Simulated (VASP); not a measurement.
PbS: single point with PBEsol

Crystal: PbS.

```
Pb S
1.0
     2.09189    1.20895    3.32914
    -2.09189    1.20895    3.32914
     0.00000   -2.45476    3.34217
Pb S
1 1
Direct
  0.98139 0.98139 0.97274
  0.47421 0.47421 0.48286
```

This cell differs from its parent crystal: strained and its atoms moved.

```json
{"Program": "VASP 6.6.1", "Task": "single point", "Functional": "PBEsol", "Potentials or basis": "VASP PAW PBE potentials, release 64 (Pb_d, S)", "Cutoff": "520 eV", "k mesh": "9 × 9 × 9", "Occupations": "gaussian, width 0.02 eV", "Spin": "no spin polarisation", "Dipole correction": "no", "Further INCAR settings": "ALGO = Normal; EDIFF = 1e-06; NBANDS = 17"}
```

| Property | Result |
| --- | --- |
| Pressure | 0.3 GPa |
| Largest force | 0.024 eV/Å |
| Band gap on the k mesh | 0.47 eV (least direct gap 0.66 eV) |

Forces on the atoms (eV/Å):
```
Pb   0.000 -0.021 -0.012
S    0.000  0.021  0.012
```

Stress tensor (GPa, compression positive):
```
 0.14  0.00  0.00
 0.00 -0.28  0.17
 0.00  0.17  1.05
```

Levels at points of the mesh, in eV from the valence-band top:
```csv
k point,band 8,band 9,band 10,band 11,band 12,band 13
"(0.00, 0.00, 0.00)",-2.25,-2.16,-1.98,5.34,5.35,5.37
```

It took 110 s on 1 thread of Intel Xeon 8259CL (shared host), peak memory 0.3 GiB.

Caveat: the cell differs from its parent crystal (strained and its atoms moved); the PAW data sets were made with another functional, which shifts forces and pressure a little; spin-orbit coupling is left out, which moves the levels of the heavy elements. A k mesh can miss the band edges.
